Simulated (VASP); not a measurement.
Sb:

```
CELL_PARAMETERS angstrom
2.11022 1.21834 3.68128
-2.11022 1.21834 3.68128
0.00000 -2.43668 3.68128
ATOMIC_POSITIONS crystal
Sb 0.23349 0.23349 0.23349
Sb 0.76651 0.76651 0.76651
```

* Program: VASP 6.6.1
* Task: relaxation of cell and atoms
* Functional: PBEsol
* Potentials or basis: VASP PAW PBE potentials, release 64 (Sb)
* Cutoff: 600 eV
* k mesh: 9 × 9 × 9
* Occupations: fermi-dirac, width 0.05 eV
* Spin: no spin polarisation

At the start: pressure 4.4 GPa; volume 28.39 Å³/atom.

Problem. How do energy, volume and symmetry change on relaxing?

Solution. Over 10 steps the energy falls by 28.0 meV/atom and the volume is 29.90 Å³/atom (+5.3 %); space group R-3m (No. 166, to 0.05 Å).

Step by step:
| step | energy change (eV) | largest force (eV/Å) | pressure (GPa) | volume (Å³) |
| --- | --- | --- | --- | --- |
| 1 | 0.0000 | 0.5474 | 4.43 | 56.79 |
| 2 | -0.0188 | 0.2781 | -3.06 | 63.48 |
| 3 | -0.0542 | 0.0448 | -0.12 | 60.33 |
| 4 | -0.0542 | 0.0537 | -0.04 | 60.25 |
| 5 | -0.0549 | 0.0474 | -0.02 | 60.14 |
| 6 | -0.0558 | 0.0293 | 0.07 | 59.82 |
| 7 | -0.0558 | 0.0272 | 0.08 | 59.78 |
| 8 | -0.0558 | 0.0087 | -0.15 | 59.95 |
| 9 | -0.0559 | 0.0094 | -0.04 | 59.86 |
| 10 | -0.0559 | 0.0030 | -0.01 | 59.81 |

Final structure:
```
Sb
1.0
     2.16291    1.24876    3.69064
    -2.16291    1.24876    3.69064
     0.00000   -2.49752    3.69064
Sb
2
Direct
  0.23584 0.23584 0.23584
  0.76416 0.76416 0.76416
```

Caveat: the PAW data sets were made with another functional, which shifts forces and pressure a little.
